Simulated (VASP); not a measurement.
Crystal: Be.

```
CELL_PARAMETERS angstrom
1.18232 0.68261 5.71409
-1.18232 0.68261 5.71409
0.00000 -1.36523 5.71409
ATOMIC_POSITIONS crystal
Be 0.00000 0.00000 0.00000
Be 0.22222 0.22222 0.22222
Be 0.77778 0.77778 0.77778
```

```yaml
Program: VASP 6.6.1
Task: relaxation of cell and atoms
Functional: r2SCAN
Potentials_or_basis: VASP PAW PBE potentials, release 64 (Be)
Cutoff: 600 eV
k_mesh: 9 × 9 × 9
Occupations: gaussian, width 0.1 eV
Spin: no spin polarisation
```

At the start: pressure -15.0 GPa; volume 9.22 Å³/atom.

**Question.** How do energy, volume and symmetry change on relaxing?

**Answer.** Over 5 steps the energy falls by 72.1 meV/atom and the volume is 7.89 Å³/atom (-14.4 %); space group R-3m (No. 166, to 0.05 Å).

Step by step:
```csv
step,energy change (eV),largest force (eV/Å),pressure (GPa),volume (Å³)
1,0.0000,0.1169,-15.04,27.67
2,-0.2098,0.0635,-3.08,24.34
3,-0.2152,0.0492,-0.48,23.82
4,-0.2153,0.0470,-0.07,23.75
5,-0.2164,0.0123,0.21,23.68
```

Final structure:
```
Be
1.0
     1.12929    0.65200    5.36096
    -1.12929    0.65200    5.36096
     0.00000   -1.30400    5.36096
Be
3
Direct
  0.00000 0.00000 0.00000
  0.22167 0.22167 0.22167
  0.77833 0.77833 0.77833
```

Caveat: the PAW data sets were made with another functional, which shifts forces and pressure a little.
